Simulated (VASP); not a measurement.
# Bi2H in VASP: a series of runs

Bi2H is run at these levels: PBE+D3(BJ); tasks: single point.

Everything below comes from runs of VASP 6.6.1. Logs are shortened: lines on timing, memory, paths and dates and some standing lists are left out, and cuts for length are marked.

### 1 The cell of the first run

The cell holds a slab with vacuum, 3 atoms: a = 4.279 Å, b = 4.279 Å, c = 17.247 Å, α = 90.00°, β = 90.00°, γ = 120.00°.

### 2 Single point, PBE+D3(BJ), collinear spin

The input, INCAR:

```
PREC = Accurate
ENCUT = 520
EDIFF = 1E-7
ISMEAR = 0
SIGMA = 0.05
LREAL = F
LASPH = T
NELM = 150
ALGO = Normal
ISIF = 2
LWAVE = F
LCHARG = F
ISPIN = 2
MAGMOM = 0 0 1
LORBIT = 11
LDIPOL = T
IDIPOL = 3
DIPOL = 0.5 0.5 0.313
GGA = PE
IVDW = 12
NBANDS = 26
```

The input, KPOINTS:

```
regular mesh
0
Gamma
  6 6 1
```

The input, POSCAR:

```
Bi2H
1.0
    4.2790193530      0.0000000000      0.0000000000
   -2.1395096765      3.7057394630      0.0000000000
    0.0000000000      0.0000000000     17.2471505494
Bi H
2 1
Direct
    0.3333333333      0.6666666667      0.3332231914
    0.6666666667      0.3333333333      0.2319223682
    0.3333333333      1.1111111111      0.3725850222
```

Potentials or basis: VASP PAW PBE potentials, release 64 (Bi_d, H).

On the command line:

```bash
$ cat potpaw_PBE.64/Bi_d/POTCAR potpaw_PBE.64/H/POTCAR > POTCAR
$ mpirun -np 1 vasp_std > vasp.out
```

OUTCAR:

```text
PREC = Accurate
   ENCUT = 520
   EDIFF = 1E-7
   ISMEAR = 0
   LREAL = F
   LASPH = T
   NELM = 150
   ISIF = 2
   ISPIN = 2
   LORBIT = 11
   GGA = PE
   IVDW = 12
 IVDW          = 12

 ion  position               nearest neighbor table
   1  0.333  0.667  0.333-   3 2.02   2 3.03   2 3.03   2 3.03
   2  0.667  0.333  0.232-   1 3.03   1 3.03   1 3.03
   3  0.333  0.111  0.373-   1 2.02

  LATTYP: Found a hexagonal cell.
 ALAT       =     4.2790193530
 C/A-ratio  =     4.0306315832

  Lattice vectors:

 A1 = (   4.2790193530,   0.0000000000,   0.0000000000)
 A2 = (  -2.1395096765,   3.7057394630,   0.0000000000)
 A3 = (   0.0000000000,   0.0000000000,  17.2471505494)

Analysis of symmetry for initial positions (statically):
=====================================================================
 Subroutine PRICEL returns:
 Original cell was already a primitive cell.

 Routine SETGRP: Setting up the symmetry group for a
 hexagonal supercell.

 Subroutine GETGRP returns: Found  1 space group operations
 (whereof  1 operations were pure point group operations)
 out of a pool of 24 trial point group operations.

The static configuration has the point symmetry C_1 .

Analysis of symmetry for dynamics (positions and initial velocities):
=====================================================================
 Subroutine PRICEL returns:
 Original cell was already a primitive cell.

 Routine SETGRP: Setting up the symmetry group for a
 hexagonal supercell.

 Subroutine GETGRP returns: Found  1 space group operations
 (whereof  1 operations were pure point group operations)
 out of a pool of 24 trial point group operations.

The dynamic configuration has the point symmetry C_1 .

Analysis of structural, dynamic, and magnetic symmetry:
=====================================================================
 Subroutine PRICEL returns:
 Original cell was already a primitive cell.

 Routine SETGRP: Setting up the symmetry group for a
 hexagonal supercell.

 Subroutine GETGRP returns: Found  1 space group operations
 (whereof  1 operations were pure point group operations)
 out of a pool of 24 trial point group operations.

The overall configuration has the point symmetry C_1 .

 Subroutine INISYM returns: Found  1 space group operations
 (whereof  1 operations are pure point group operations),
 and found     1 'primitive' translations

----------------------------------------------------------------------------------------
[... 120 lines left out ...]
   LRPA    =     F    only Hartree local field effects (RPA)
 spin polarized calculation
 Gauss-broadening in eV      SIGMA  =   0.05
  energy-cutoff  :      520.00
  volume of cell :      273.49
 maximum number of plane-waves:      7388
   NGX = 15   NGY = 15   NGZ = 65

 number of electron      31.0000003 magnetization       0.0002379

 number of electron      31.0000003 magnetization      -0.0000387

 dipolmoment           0.000000      0.000000      0.012996 electrons x Angstroem

 Free energy of the ion-electron system (eV)
  ---------------------------------------------------
  ext. energy  EPLUGINS =         0.00000000
  ---------------------------------------------------
  free energy    TOTEN  =        -9.38652420 eV

  energy without entropy =       -9.38360942  energy(sigma->0) =       -9.38506681

 E-fermi :  -1.4312     XC(G=0):  -3.3259

 val. band max:       -1.4719345720   @ k =   0.0000   0.3333   0.0000
 cond. band min:      -1.4045206713   @ k =   0.3333   0.1667   0.0000
 fundamental gap:      0.0674139007
 Fermi energy:        -1.4312249960

 spin component 1

 k-point     1 :       0.0000    0.0000    0.0000
  band No.  band energies     occupation
      1     -24.3462      1.00000
      2     -24.3300      1.00000
      3     -24.2097      1.00000
      4     -24.1965      1.00000
      5     -24.1853      1.00000
      6     -24.0213      1.00000
[... 569 lines left out ...]
     25       5.9497      0.00000
     26       6.1601      0.00000
 Fermi energy:        -1.4312249960

 spin component 2

 k-point     1 :       0.0000    0.0000    0.0000
  band No.  band energies     occupation
      1     -24.3462      1.00000
      2     -24.3300      1.00000
      3     -24.2097      1.00000
      4     -24.1965      1.00000
      5     -24.1853      1.00000
      6     -24.0213      1.00000
[... 569 lines left out ...]
     25       5.9484      0.00000
     26       6.1565      0.00000

------------------------ aborting loop because EDIFF is reached ----------------------------------------

 vacuum level on the upper side and lower side of the slab       (xc-potential included)         0.072        -0.072

 Edisp (eV)   -0.52405

 E8    (eV) :    -0.2636

  FORCE on cell =-STRESS in cart. coord.  units (eV):
  Direction    XX          YY          ZZ          XY          YZ          ZX
  --------------------------------------------------------------------------------------
  -------------------------------------------------------------------------------------
  Total       0.69558     0.82773     1.30570    -0.73491    -0.00798    -1.04028
  in kB       4.07493     4.84911     7.64923    -4.30534    -0.04673    -6.09428
  external pressure =        5.52 kB  Pullay stress =        0.00 kB

 VOLUME and BASIS-vectors are now :
 -----------------------------------------------------------------------------
  energy-cutoff  :      520.00
  volume of cell :      273.49
      direct lattice vectors                 reciprocal lattice vectors
     4.279019353  0.000000000  0.000000000     0.233698406  0.134925837  0.000000000
    -2.139509676  3.705739463  0.000000000     0.000000000  0.269851675  0.000000000
     0.000000000  0.000000000 17.247150549     0.000000000  0.000000000  0.057980592

 POSITION                                       TOTAL-FORCE (eV/Angst)
 -----------------------------------------------------------------------------------
     -0.00000      2.47049      5.74715        -0.365503      0.048554      0.794533
      2.13951      1.23525      4.00000         0.531099     -0.010375     -0.781201
      1.18862      0.41175      6.42603        -0.165596     -0.038178     -0.013332
 -----------------------------------------------------------------------------------
    total drift:                               -0.000007     -0.000025     -0.001341

  FREE ENERGIE OF THE ION-ELECTRON SYSTEM (eV)
  ---------------------------------------------------
  free  energy   TOTEN  =        -9.9105771280 eV

  energy  without entropy=       -9.9076623478  energy(sigma->0) =       -9.90911974

 vacuum level on the upper side and lower side of the slab         2.855         2.737

 total charge

# of ion       s       p       d       tot
------------------------------------------
    1        1.540   1.359   9.930  12.830
    2        1.529   1.364   9.908  12.801
    3        0.466   0.008   0.000   0.475
--------------------------------------------------
tot          3.536   2.732  19.838  26.106

 magnetization (x)

# of ion       s       p       d       tot
------------------------------------------
    1        0.000   0.000  -0.000   0.000
    2        0.000  -0.000  -0.000  -0.000
    3        0.000   0.000   0.000   0.000
--------------------------------------------------
tot          0.000  -0.000  -0.000   0.000
```

OSZICAR:

```text
N       E                     dE             d eps       ncg     rms          rms(c)
DAV:   1     0.255405187516E+03    0.25541E+03   -0.14487E+04  2440   0.970E+02
DAV:   2     0.121588202173E+02   -0.24325E+03   -0.23658E+03  2368   0.270E+02
DAV:   3    -0.784432173772E+01   -0.20003E+02   -0.19868E+02  2604   0.102E+02
[... 29 lines left out ...]
DAV:  33    -0.938651860871E+01   -0.89774E-05   -0.14555E-06  2088   0.696E-03    0.173E-03
DAV:  34    -0.938652170237E+01   -0.30937E-05   -0.36420E-07  2022   0.537E-03    0.824E-04
DAV:  35    -0.938652299246E+01   -0.12901E-05   -0.26838E-07  1920   0.305E-03    0.399E-04
DAV:  36    -0.938652396204E+01   -0.96958E-06   -0.11190E-07  1848   0.221E-03    0.389E-04
DAV:  37    -0.938652410917E+01   -0.14713E-06   -0.29578E-08  1732   0.105E-03    0.186E-04
DAV:  38    -0.938652420433E+01   -0.95161E-07   -0.24554E-08  1594   0.821E-04
   1 F= -.99105771E+01 E0= -.99091197E+01  d E =-.291478E-02  mag=     0.0000
```

It took 11 min on 1 thread of Oxide Virtual Turin-like, shared host; peak memory 0.54 GiB.

Results:

```yaml
Free_energy: -9.9106 eV
Largest_force: 0.945 eV/Å
Net_moment: 0.00 μB per cell
Valence_electrons_inside_the_program's_atomic_spheres: Bi 12.83, 12.80; H 0.47
Dispersion_energy_per_atom: -0.175 eV
```

Forces on the atoms (eV/Å):
```
Bi  -0.366  0.049  0.795
Bi   0.531 -0.010 -0.781
H   -0.166 -0.038 -0.013
```

Levels at points of the mesh, in eV from the Fermi level:
Spin up:
| k point | band 13 | band 14 | band 15 | band 16 | band 17 | band 18 |
| --- | --- | --- | --- | --- | --- | --- |
| (0.00, 0.00, 0.00) | -2.19 | -0.76 | -0.23 | -0.05 | 1.66 | 2.31 |
| (0.50, 0.00, 0.00) | -3.69 | -2.44 | -1.88 | -0.98 | 1.83 | 2.44 |
| (0.00, 0.50, 0.00) | -4.93 | -2.85 | -1.73 | 0.47 | 1.39 | 2.62 |
| (0.50, 0.50, 0.00) | -5.19 | -2.48 | -1.78 | 0.31 | 1.23 | 2.68 |
Spin down:
| k point | band 13 | band 14 | band 15 | band 16 | band 17 | band 18 |
| --- | --- | --- | --- | --- | --- | --- |
| (0.00, 0.00, 0.00) | -2.19 | -0.76 | -0.23 | -0.05 | 1.66 | 2.31 |
| (0.50, 0.00, 0.00) | -3.69 | -2.44 | -1.88 | -0.98 | 1.83 | 2.44 |
| (0.00, 0.50, 0.00) | -4.93 | -2.85 | -1.73 | 0.47 | 1.39 | 2.62 |
| (0.50, 0.50, 0.00) | -5.19 | -2.48 | -1.78 | 0.31 | 1.23 | 2.68 |

Caveat: spin-orbit coupling is left out, which moves the levels of the heavy elements.

### 3 Single point, PBE+D3(BJ), collinear spin

The input, INCAR:

```
SYSTEM = Bi2H
PREC = Accurate
ENCUT = 520
EDIFF = 1E-6
ISMEAR = 0
SIGMA = 0.05
LREAL = .FALSE.
LASPH = .TRUE.
NELM = 150
ALGO = Normal
ISIF = 2
LWAVE = .FALSE.
LCHARG = .TRUE.
ISPIN = 2
MAGMOM = 0 0 1
LORBIT = 11
LDIPOL = .TRUE.
IDIPOL = 3
DIPOL = 0.5 0.5 0.324
GGA = PE
IVDW = 12
LELF = .TRUE.
LVHAR = .TRUE.
LVACPOTAV = .TRUE.
NBANDS = 26
```

The input, KPOINTS:

```
Automatic mesh
0
G
  6 6 1
  0 0 0
```

POSCAR: that of step 2 with these lines changed.

```diff
@@ -10,2 +10,2 @@
     0.6666666667      0.3333333333      0.2319223682
-    0.3333333333      1.1111111111      0.3725850222
+    0.3333333333      1.3333333333      0.4073869733
```

Potentials or basis: VASP PAW PBE potentials, release 64 (Bi_d, H).

On the command line:

```bash
$ cat potpaw_PBE.64/Bi_d/POTCAR potpaw_PBE.64/H/POTCAR > POTCAR
$ mpirun -np 1 vasp_std > vasp.out
```

Wall time 6.8 min (1 thread of Oxide Virtual Turin-like, shared host); peak memory 0.54 GiB.

It converged, with:

```
Free energy                                           : -10.0002 eV
Largest force                                         : 0.917 eV/Å
Net moment                                            : 0.00 μB per cell
Valence electrons inside the program's atomic spheres : Bi 12.85, 12.80; H 0.48
Dispersion energy per atom                            : -0.171 eV
```

Forces on the atoms (eV/Å):
```
Bi   0.015 -0.624  0.631
Bi   0.104  0.643 -0.646
H   -0.119 -0.019  0.015
```

Levels at points of the mesh, in eV from the Fermi level:
Spin up:
| k point | band 12 | band 13 | band 14 | band 15 | band 16 | band 17 | band 18 | band 19 |
| --- | --- | --- | --- | --- | --- | --- | --- | --- |
| (0.00, 0.00, 0.00) | -9.12 | -2.99 | -0.52 | -0.21 | 0.06 | 1.79 | 2.34 | 3.47 |
| (0.50, 0.00, 0.00) | -10.04 | -4.06 | -2.82 | -1.81 | -0.40 | 1.57 | 2.40 | 4.08 |
| (0.00, 0.50, 0.00) | -9.95 | -4.74 | -2.09 | -1.92 | -0.49 | 1.12 | 2.73 | 4.04 |
| (0.50, 0.50, 0.00) | -10.11 | -4.03 | -3.37 | -1.73 | 0.11 | 1.64 | 2.35 | 3.40 |
Spin down:
```tsv
k point	band 11	band 12	band 13	band 14	band 15	band 16	band 17	band 18	band 19	band 20
(0.00, 0.00, 0.00)	-12.87	-9.12	-2.99	-0.52	-0.21	0.06	1.79	2.34	3.47	3.66
(0.50, 0.00, 0.00)	-11.36	-10.04	-4.06	-2.82	-1.81	-0.40	1.57	2.40	4.08	4.52
(0.00, 0.50, 0.00)	-11.36	-9.95	-4.74	-2.09	-1.92	-0.49	1.12	2.73	4.04	5.44
(0.50, 0.50, 0.00)	-11.27	-10.11	-4.03	-3.37	-1.73	0.11	1.64	2.35	3.40	5.50
```

Caveat: spin-orbit coupling is left out, which moves the levels of the heavy elements.
